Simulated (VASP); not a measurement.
# MgS (Fm-3m) in VASP: notebook

The runs below take MgS through single point, with PBEsol.

Program: VASP 6.6.1. These are calculated values, not measurements. Logs are shortened: lines on timing, memory, paths and dates and some standing lists are left out, and cuts for length are marked.

## 1. The cell of the first run

It takes space group Fm-3m (No. 225, cubic). Conventional cell: a = 5.140 Å, b = 5.140 Å, c = 5.140 Å, α = 90.00°, β = 90.00°, γ = 90.00°. Mg (site symmetry m-3m) has 6 S at 2.57 Å within 3.4 Å. Within 3.4 Å of S (site symmetry m-3m) lie 6 Mg at 2.57 Å.

## 2. Single point, PBEsol

Contents of INCAR:

```
ALGO = Normal ; EDIFF = 1E-6
ENCUT = 520 ; GGA = PS
ISIF = 2 ; ISMEAR = 0
LASPH = T ; LCHARG = F
LREAL = F ; LWAVE = F
NBANDS = 11 ; NELM = 80
PREC = Accurate ; SIGMA = 0.01
```

Contents of KPOINTS:

```
k-points
0
Gamma
  8 8 8
```

Contents of POSCAR:

```
MgS
1.0
    0.0000000000      2.5699591636      2.5699591636
    2.5699591636      0.0000000000      2.5699591636
    2.5699591636      2.5699591636      0.0000000000
Mg S
1 1
Direct
    0.0000000000      0.0000000000      0.0000000000
    0.5000000000      0.5000000000      0.5000000000
```

Potentials or basis: VASP PAW PBE potentials, release 64 (Mg, S).

Started as:

```sh
> cat potpaw_PBE.64/Mg/POTCAR potpaw_PBE.64/S/POTCAR > POTCAR
> mpirun -np 1 vasp_std > vasp.out
```

OUTCAR:

```text
EDIFF = 1E-6
   ENCUT = 520
   GGA = PS
   ISIF = 2
   ISMEAR = 0
   LASPH = T
   LREAL = F
   NELM = 80
   PREC = Accurate

 ion  position               nearest neighbor table
   1  0.000  0.000  0.000-   2 2.57   2 2.57   2 2.57   2 2.57   2 2.57   2 2.57
   2  0.500  0.500  0.500-   1 2.57   1 2.57   1 2.57   1 2.57   1 2.57   1 2.57

  LATTYP: Found a face centered cubic cell.
 ALAT       =     5.1399183272

  Lattice vectors:

 A1 = (   0.0000000000,   2.5699591636,   2.5699591636)
 A2 = (   2.5699591636,   0.0000000000,   2.5699591636)
 A3 = (   2.5699591636,   2.5699591636,   0.0000000000)

Analysis of symmetry for initial positions (statically):
=====================================================================
 Subroutine PRICEL returns:
 Original cell was already a primitive cell.

 Routine SETGRP: Setting up the symmetry group for a
 face centered cubic supercell.

 Subroutine GETGRP returns: Found 48 space group operations
 (whereof 48 operations were pure point group operations)
 out of a pool of 48 trial point group operations.

The static configuration has the point symmetry O_h .

Analysis of symmetry for dynamics (positions and initial velocities):
=====================================================================
 Subroutine PRICEL returns:
 Original cell was already a primitive cell.

 Routine SETGRP: Setting up the symmetry group for a
 face centered cubic supercell.

 Subroutine GETGRP returns: Found 48 space group operations
 (whereof 48 operations were pure point group operations)
 out of a pool of 48 trial point group operations.

The dynamic configuration has the point symmetry O_h .

 Subroutine INISYM returns: Found 48 space group operations
 (whereof 48 operations are pure point group operations),
 and found     1 'primitive' translations

----------------------------------------------------------------------------------------

                                     Primitive cell

  volume of cell :      33.9476

  direct lattice vectors                    reciprocal lattice vectors
     0.000000000  2.569959164  2.569959164    -0.194555621  0.194555621  0.194555621
     2.569959164  0.000000000  2.569959164     0.194555621 -0.194555621  0.194555621
     2.569959164  2.569959164  0.000000000     0.194555621  0.194555621 -0.194555621

  length of vectors
     3.634471104  3.634471104  3.634471104     0.336980220  0.336980220  0.336980220

  position of ions in fractional coordinates (direct lattice)
     0.000000000  0.000000000  0.000000000
     0.500000000  0.500000000  0.500000000
[... 86 lines left out ...]
   TEBEG  =    0.0;   TEEND  =   0.0 temperature during run
   PSTRESS=    0.0 pullay stress
   NELECT =       8.0000    total number of electrons
   NUPDOWN=      -1.0000    fix difference up-down
   EMIN   =  10.00;   EMAX   =-10.00  energy-range for DOS
   EFERMI =   0.00;   METHOD = LEGACY
   ISMEAR =     0;   SIGMA  =   0.01  broadening in eV -4-tet -1-fermi 0-gaus
   EFERMI_NEDOS =   21; number of points for ismear=-14 and -15
   IALGO  =     38    algorithm
   IMIX   =      4    mixing-type and parameters
     AMIX     =   0.40;   BMIX     =  1.00
     AMIX_MAG =   1.60;   BMIX_MAG =  1.00
  volume/ion in A,a.u.               =      16.97       114.54
  Fermi-wavevector in a.u.,A,eV,Ry     =   1.011196  1.910883 13.912189  1.022517
  Thomas-Fermi vector in A             =   2.144231
   LORBIT       =      0    0 simple, 1 ext, 2 COOP (PROOUT), +10 PAW based schemes
   GGA     = PS    functional components
   LHFCALC =     F    Hartree Fock is set to
   AEXX    =    0.0000 exact exchange contribution
   IVDW    =     0    specifies the selected vdW correction
   LEPSILON=     F    determine dielectric tensor
   LRPA    =     F    only Hartree local field effects (RPA)
 non-spin polarized calculation
 Gauss-broadening in eV      SIGMA  =   0.01
  energy-cutoff  :      520.00
  volume of cell :       33.95
 maximum number of plane-waves:       941
   NGX = 13   NGY = 13   NGZ = 13

 number of electron       7.9999998 magnetization

 Free energy of the ion-electron system (eV)
  ---------------------------------------------------
  ext. energy  EPLUGINS =         0.00000000
  ---------------------------------------------------
  free energy    TOTEN  =        -9.07068409 eV

  energy without entropy =       -9.07068409  energy(sigma->0) =       -9.07068409

 E-fermi :   4.0876     XC(G=0):  -9.9896

 val. band max:        4.0105513745   @ k =   0.0000   0.0000   0.0000
 cond. band min:       6.7901852093   @ k =   0.5000   0.5000   0.0000
 fundamental gap:      2.7796338349
 Fermi energy:         4.0875517540

 k-point     1 :       0.0000    0.0000    0.0000
  band No.  band energies     occupation
      1      -8.8892      2.00000
      2       4.0106      2.00000
      3       4.0106      2.00000
      4       4.0106      2.00000
      5       7.8975      0.00000
      6      11.8390      0.00000
      7      11.8390      0.00000
      8      11.8390      0.00000
      9      14.3611      0.00000
     10      14.3611      0.00000
     11      16.3921      0.00000
[... 309 lines left out ...]
 k-point    24 :      -0.3750    0.2500    0.1250
  band No.  band energies     occupation
      1      -7.2514      2.00000
      2      -0.5402      2.00000
      3       1.7199      2.00000
      4       2.7724      2.00000
      5       9.5986      0.00000
      6      10.0761      0.00000
      7      12.4735      0.00000
      8      13.5209      0.00000
      9      16.3342      0.00000
     10      17.5450      0.00000
     11      19.6544      0.00000

 [... further k-points ...]

------------------------ aborting loop because EDIFF is reached ----------------------------------------

  FORCE on cell =-STRESS in cart. coord.  units (eV):
  Direction    XX          YY          ZZ          XY          YZ          ZX
  --------------------------------------------------------------------------------------
  -------------------------------------------------------------------------------------
  Total        0.3845754      0.3845754      0.3845754      0.0000000      0.0000000      0.0000000
  in kB       18.1502840     18.1502840     18.1502840      0.0000000      0.0000000      0.0000000
  external PRESSURE =      18.1502840 kB  Pullay stress =       0.0000000 kB

 VOLUME and BASIS-vectors are now :
 -----------------------------------------------------------------------------
  energy-cutoff  :      520.00
  volume of cell :       33.95
      direct lattice vectors                 reciprocal lattice vectors
     0.000000000  2.569959164  2.569959164    -0.194555621  0.194555621  0.194555621
     2.569959164  0.000000000  2.569959164     0.194555621 -0.194555621  0.194555621
     2.569959164  2.569959164  0.000000000     0.194555621  0.194555621 -0.194555621

 POSITION                                       TOTAL-FORCE (eV/Angst)
 -----------------------------------------------------------------------------------
      0.00000      0.00000      0.00000         0.000000     -0.000000      0.000000
      2.56996      2.56996      2.56996        -0.000000      0.000000     -0.000000
 -----------------------------------------------------------------------------------
    total drift:                                0.000000      0.000000      0.000000

  FREE ENERGIE OF THE ION-ELECTRON SYSTEM (eV)
  ---------------------------------------------------
  free  energy   TOTEN  =        -9.0706840945 eV

  energy  without entropy=       -9.0706840945  energy(sigma->0) =       -9.07068409
```

OSZICAR:

```text
N       E                     dE             d eps       ncg     rms          rms(c)
DAV:   1     0.225246117505E+02    0.22525E+02   -0.38203E+03   654   0.611E+02
DAV:   2    -0.792092173986E+01   -0.30446E+02   -0.29327E+02   807   0.103E+02
DAV:   3    -0.942109772400E+01   -0.15002E+01   -0.14980E+01   796   0.240E+01
DAV:   4    -0.942997146717E+01   -0.88737E-02   -0.88730E-02   782   0.219E+00
DAV:   5    -0.943004697460E+01   -0.75507E-04   -0.75506E-04   779   0.196E-01    0.427E+00
DAV:   6    -0.911392526246E+01    0.31612E+00   -0.65220E-01   725   0.318E+00    0.324E+00
DAV:   7    -0.907326714984E+01    0.40658E-01   -0.18287E-01   758   0.182E+00    0.198E+00
DAV:   8    -0.907087525271E+01    0.23919E-02   -0.94164E-03   689   0.560E-01    0.737E-01
DAV:   9    -0.907069059033E+01    0.18466E-03   -0.44099E-04   734   0.119E-01    0.308E-01
DAV:  10    -0.907068610960E+01    0.44807E-05   -0.15571E-04   728   0.553E-02    0.372E-02
DAV:  11    -0.907068431336E+01    0.17962E-05   -0.50014E-06   737   0.110E-02    0.166E-02
DAV:  12    -0.907068409452E+01    0.21884E-06   -0.47518E-07   424   0.389E-03
   1 F= -.90706841E+01 E0= -.90706841E+01  d E =-.588314E-30
```

stdout:

```text
POSCAR found type information on POSCAR MgS
 POSCAR found :  2 types and       2 ions
 scaLAPACK will be used
 -----------------------------------------------------------------------------
|                                                                             |
|                                                                             |
|     You enforced a specific xc type in the INCAR file but a different       |
|     I HOPE YOU KNOW WHAT YOU ARE DOING!                                     |
|                                                                             |
 -----------------------------------------------------------------------------

 LDA part: xc-table for (Slater+PW92), standard interpolation
 POSCAR, INCAR and KPOINTS ok, starting setup
 FFT: planning ... GRIDC
 FFT: planning ... GRID_SOFT
 FFT: planning ... GRID
 WAVECAR not read
 entering main loop
```

Run time: 11 s. Hardware: 1 thread of Intel Xeon Platinum 8259CL at 2.50GHz (Skylake/Cascade Lake), shared host; peak memory 0.15 GiB.

What came out:

```
Free energy            : -9.0707 eV
Pressure               : 1.8 GPa
Band gap on the k mesh : 2.78 eV, indirect (least direct gap 3.89 eV)
```

Caveat: the PAW data sets were made with another functional, which shifts forces and pressure a little. As with any semilocal functional, this PBEsol gap is likely too small.

## 3. Single point, PBEsol

This run uses another cell than the first one, of 16.60 Å³/atom, 0.978 times its volume.

Contents of INCAR:

```
ALGO = Normal
EDIFF = 1E-7
ENCUT = 520
GGA = PS
ISIF = 2
ISMEAR = 0
LASPH = T
LCHARG = T
LELF = T
LREAL = F
LVHAR = T
LWAVE = F
NBANDS = 11
NELM = 80
PREC = Accurate
SIGMA = 0.01
```

KPOINTS is that of step 2.

Contents of POSCAR:

```
MgS
1.0
    0.0000000000      2.5508461730      2.5508461730
    2.5508461730      0.0000000000      2.5508461730
    2.5508461730      2.5508461730      0.0000000000
Mg S
1 1
Direct
    0.0000000000      0.0000000000      0.0000000000
    0.5000000000      0.5000000000      0.5000000000
```

Potentials or basis: VASP PAW PBE potentials, release 64 (Mg, S).

Started as:

```sh
> cat potpaw_PBE.64/Mg/POTCAR potpaw_PBE.64/S/POTCAR > POTCAR
> mpirun -np 1 vasp_std > vasp.out
```

It took 13 s on 1 thread of Intel Xeon Platinum 8259CL at 2.50GHz (Skylake/Cascade Lake), shared host; peak memory 0.16 GiB.

It converged, with:

- Free energy: -9.0573 eV
- Pressure: 3.8 GPa
- Band gap on the k mesh: 2.82 eV, indirect (least direct gap 4.07 eV)

Levels at points of the mesh, in eV from the valence-band top:
```csv
k point,band 1,band 2,band 3,band 4,band 5,band 6,band 7,band 8
"(0.00, 0.00, 0.00)",-13.04,0.00,0.00,0.00,4.07,7.81,7.81,7.81
"(0.50, 0.00, 0.00)",-11.55,-5.22,-0.67,-0.67,4.48,6.89,6.89,10.70
"(0.50, 0.50, 0.00)",-11.13,-4.58,-1.85,-1.85,2.82,4.05,12.46,12.99
```

Caveat: the PAW data sets were made with another functional, which shifts forces and pressure a little. A k mesh can miss the band edges.

## 4. Single point, PBEsol

This run uses another cell than the first one, of 16.11 Å³/atom, 0.949 times its volume.

Contents of INCAR:

```
PREC = Accurate ; ENCUT = 520
EDIFF = 1E-7 ; ISMEAR = 0
SIGMA = 0.01 ; LREAL = F
LASPH = T ; NELM = 60
ALGO = Normal ; ISIF = 2
LWAVE = F ; LCHARG = F
GGA = PS ; NBANDS = 11
```

Contents of KPOINTS:

```
Automatic mesh
0
Gamma
  8 8 8
```

Contents of POSCAR:

```
MgS
1.0
    0.0000000000      2.5254140529      2.5254140529
    2.5254140529      0.0000000000      2.5254140529
    2.5254140529      2.5254140529      0.0000000000
Mg S
1 1
Direct
    0.0000000000      0.0000000000      0.0000000000
    0.5000000000      0.5000000000      0.5000000000
```

Started as:

```sh
> cat potpaw_PBE.64/Mg/POTCAR potpaw_PBE.64/S/POTCAR > POTCAR
> mpirun -np 1 vasp_std > vasp.out
```

It took 12 s on 1 thread of Intel Xeon Platinum 8259CL at 2.50GHz (Skylake/Cascade Lake), shared host; peak memory 0.15 GiB.

The run converged. Its results:

| Property | Result |
| --- | --- |
| Free energy | -9.0245 eV |
| Pressure | 6.9 GPa |
| Band gap on the k mesh | 2.88 eV, indirect (least direct gap 4.33 eV) |

Levels at points of the mesh, in eV from the valence-band top:
```
           k point  band 1  band 2  band 3  band 4  band 5  band 6  band 7  band 8
(0.00, 0.00, 0.00)  -13.23    0.00    0.00    0.00    4.33    7.78    7.78    7.78
(0.50, 0.00, 0.00)  -11.66   -5.39   -0.71   -0.71    4.52    6.92    6.92   11.02
(0.50, 0.50, 0.00)  -11.21   -4.75   -1.92   -1.92    2.88    3.95   12.77   13.07
```

Caveat: the PAW data sets were made with another functional, which shifts forces and pressure a little.

## 5. Overview

| cell | gap on the mesh (eV) | pressure (GPa) |
| --- | --- | --- |
| a = 3.634 Å, angles 60.0°, 2 atoms | 2.78 | 1.8 |
| a = 3.607 Å, angles 60.0°, 2 atoms | 2.82 | 3.8 |
| a = 3.571 Å, angles 60.0°, 2 atoms | 2.88 | 6.9 |

Alike in all rows: task single point; level PBEsol; potentials or basis VASP PAW PBE potentials, release 64 (Mg, S); no spin polarisation; k mesh 8 × 8 × 8; cutoff (eV) 520; smearing gaussian 0.01 eV.

Caveats: the PAW data sets were made with another functional, which shifts forces and pressure a little.

Absolute energies hang on the potentials; compare differences alone.
